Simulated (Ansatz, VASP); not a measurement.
One calculation of LiF, two programs

INCAR

```
SYSTEM = LiF
PREC = Accurate
ENCUT = 520
EDIFF = 1E-6
ISMEAR = 0
SIGMA = 0.05
LREAL = .False.
LASPH = .True.
NELM = 60
ALGO = Normal
ISIF = 2
LWAVE = .False.
LCHARG = .False.
GGA = CA
NBANDS = 18
```

The input KPOINTS:

```
Automatic mesh
0
Gamma
  9 9 6
  0 0 0
```

File POSCAR:

```
LiF
1.0
    2.9830981508      0.0000000000      0.0000000000
   -1.4915490754      2.5834387805      0.0000000000
    0.0000000000      0.0000000000      4.8069643601
Li F
2 2
Direct
    0.3333333333      0.6666666667      0.3559038391
    0.6666666667      0.3333333333      0.8559038391
    0.3333333333      0.6666666667      0.9910195924
    0.6666666667      0.3333333333      0.4910195924
```

Input for Ansatz:

```yaml
crystal:
  lattice:
    - [2.9830981508, 0.0, 0.0]
    - [-1.4915490754, 2.5834387805, 0.0]
    - [0.0, 0.0, 4.8069643601]
  atoms:
    - { symbol: Li, position: [0.3333333333, 0.6666666667, 0.3559038391] }
    - { symbol: Li, position: [0.6666666667, 0.3333333333, 0.8559038391] }
    - { symbol: F, position: [0.3333333333, 0.6666666667, 0.9910195924] }
    - { symbol: F, position: [0.6666666667, 0.3333333333, 0.4910195924] }
basis:
  ecutwfc: 520.0
kpoints:
  mp_grid: { grid: [9, 9, 6] }
hamiltonian:
  xc: lda
scf:
  occupations: { method: gaussian, width: 0.05 }
output:
  forces: true
  stress: true
  eigenvalues: true
  write_density: true
  write_potential: true
  elf: true
  volumetric_format: npy
```

Alike in both runs: task single point; functional LDA; k mesh 9 × 9 × 6; occupations gaussian, width 0.05 eV; no spin polarisation.

|  | VASP | Ansatz |
| --- | --- | --- |
| version | VASP 6.6.1 | Ansatz 0.2.0 |
| potentials or method | VASP PAW LDA potentials, release 64 (Li_sv, F), cutoff 520 eV | scalar-relativistic, plane waves, PAW |
| valence electrons in the cell | 20 | 20 |

```csv
,VASP,Ansatz,Ansatz less VASP
gap on the k mesh at the Fermi level (eV),7.95,7.96,+0.016
least direct gap on the mesh (eV),7.95,7.96,+0.016
rms of the force components (eV/Å),0.216,0.214,-0.0018
```

LDA's correlation is that of Perdew and Zunger in VASP and of Perdew and Wang (1992) in Ansatz. Atom by atom the forces differ by 0.002 eV/Å (rms over components).

Noted on VASP's run: the cutoff is under 1.25 times that of the potentials, so the pressure is a little rough.
